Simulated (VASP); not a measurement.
Set up this calculation in VASP 6.6.1, as the native input.

```
Task                   : single point
Functional             : PBE
Potentials or basis    : VASP PAW PBE potentials, release 64 (B, As)
Cutoff                 : 520 eV
k mesh                 : 8 × 8 × 8
Occupations            : gaussian, width 0.01 eV
Spin                   : no spin polarisation
Dipole correction      : no
Further INCAR settings : ALGO = Normal; EDIFF = 1e-06; NBANDS = 11
```

The structure of BAs lies in POSCAR:

```
BAs
1.0
    0.0000000000      2.4656010558      2.4656010558
    2.4656010558      0.0000000000      2.4656010558
    2.4656010558      2.4656010558      0.0000000000
B As
1 1
Direct
    0.0000000000      0.0000000000      0.0000000000
    0.2500000000      0.2500000000      0.2500000000
```

One way to write it, as run:

INCAR

```
SYSTEM = BAs
  PREC = Accurate
  ENCUT = 520
  EDIFF = 1E-6
  ISMEAR = 0
  SIGMA = 0.01
  LREAL = .False.
  LASPH = .True.
  NELM = 100
  ALGO = Normal
  ISIF = 2
  LWAVE = .False.
  LCHARG = .False.
  GGA = PE
  NBANDS = 11
```

KPOINTS

```
Automatic mesh
0
Gamma
  8 8 8
  0 0 0
```

Potentials or basis: VASP PAW PBE potentials, release 64 (B, As).

Launch:

```sh
$ cat potpaw_PBE.64/B/POTCAR potpaw_PBE.64/As/POTCAR > POTCAR
$ mpirun -np 1 vasp_std > vasp.out
```

It gave:

```yaml
Pressure: -8.0 GPa
Band_gap_on_the_k_mesh: 1.28 eV, indirect (least direct gap 3.16 eV)
```

It took 17 s on 1 thread of AMD EPYC 7R13 (shared host), peak memory 0.13 GiB.
